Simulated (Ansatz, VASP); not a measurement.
Rh in VASP and in Ansatz

File INCAR:

```
SYSTEM = Rh
PREC = Accurate ; ENCUT = 520
EDIFF = 1E-6 ; ISMEAR = 0
SIGMA = 0.15 ; LREAL = .False.
LASPH = .True. ; NELM = 100
ALGO = Fast ; ISIF = 2
LWAVE = .False. ; LCHARG = .True.
GGA = PE ; LELF = .True.
LVHAR = .True. ; NBANDS = 14
```

Contents of KPOINTS:

```
regular mesh
0
Gamma
  20 20 20
  0 0 0
```

File POSCAR:

```
Rh
1.0
   -0.1915052422      1.8895822249      1.9150524221
    1.8895822249     -0.1915052422      1.9150524221
    1.6980769827      1.6980769827      0.0000000000
Rh
1
Direct
    0.0000000000      0.0000000000      0.0000000000
```

Input for Ansatz:

```yaml
crystal:
  lattice:
    - [-0.1915052422, 1.8895822249, 1.9150524221]
    - [1.8895822249, -0.1915052422, 1.9150524221]
    - [1.6980769827, 1.6980769827, 0.0]
  atoms:
    - { symbol: Rh, position: [0.0, 0.0, 0.0] }
basis:
  ecutwfc: 420
kpoints:
  mp_grid: { grid: [20, 20, 20] }
hamiltonian:
  xc: pbe
  pseudopotentials: { kind: paw, azcp: { folder: soft_1 } }
scf:
  occupations: { method: gaussian, width: 0.15 }
output:
  forces: true
  stress: true
  eigenvalues: true
```

Change from the starting cell: engineering shear strain xy -0.2000, equal normal strain along x and y -0.0133.

Alike in both runs: task single point; functional PBE; k mesh 20 × 20 × 20; occupations gaussian, width 0.15 eV; no spin polarisation.

|  | VASP | Ansatz |
| --- | --- | --- |
| version | VASP 6.6.1 | Ansatz 0.2.0 |
| potentials or method | VASP PAW PBE potentials, release 64 (Rh_pv), cutoff 520 eV | scalar-relativistic, plane waves, PAW |
| valence electrons in the cell | 15 | 17 |

|  | VASP | Ansatz | Ansatz less VASP |
| --- | --- | --- | --- |
| gap on the k mesh at the Fermi level (eV) | none | none | - |
| pressure (GPa) | 23.4 | 23.3 | -0.02 |
| traceless stress, the component that is largest in VASP (GPa) | 42.98 | 42.79 | -0.184 |

A gap of «none» marks a metal or a gap that the smearing closes. The functional is the same, so the differences come from potentials, cutoffs and numerics. VASP's potentials hold 15 valence electrons a cell and Ansatz's 17, so a difference there can come from the potentials and not from the codes.
